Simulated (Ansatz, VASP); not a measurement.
## One calculation of CuI, two programs

```
Cu I
1.0
     0.00000    3.02456    3.02456
     3.02456    0.00000    3.02456
     3.02456    3.02456    0.00000
Cu I
1 1
Direct
  0.00000 0.00000 0.00000
  0.25000 0.25000 0.25000
```

Alike in both runs: task single point; functional HSE06; k mesh 4 × 4 × 4; occupations fermi-dirac, width 0.05 eV; no spin polarisation.

```csv
,VASP,Ansatz
version,VASP 6.6.1,Ansatz 0.2.0 development build
potentials or method,"VASP PAW PBE potentials, release 64 (Cu, I)","plane waves, PAW datasets (generated hard set"
plane-wave cutoff (eV),520,700
valence electrons in the cell,18,36
```

Ansatz gave:

| Property | Result |
| --- | --- |
| gap on the k mesh at the Fermi level (eV) | 2.66 |

Question: What did VASP give for the same quantities?

Answer: gap on the k mesh at the Fermi level (eV): 2.61.

VASP's potentials hold 18 valence electrons a cell and Ansatz's 36, so a difference there can come from the potentials and not from the codes.

The k mesh is coarse, so the values compare programs but aren't converged. Spin-orbit coupling is off throughout.
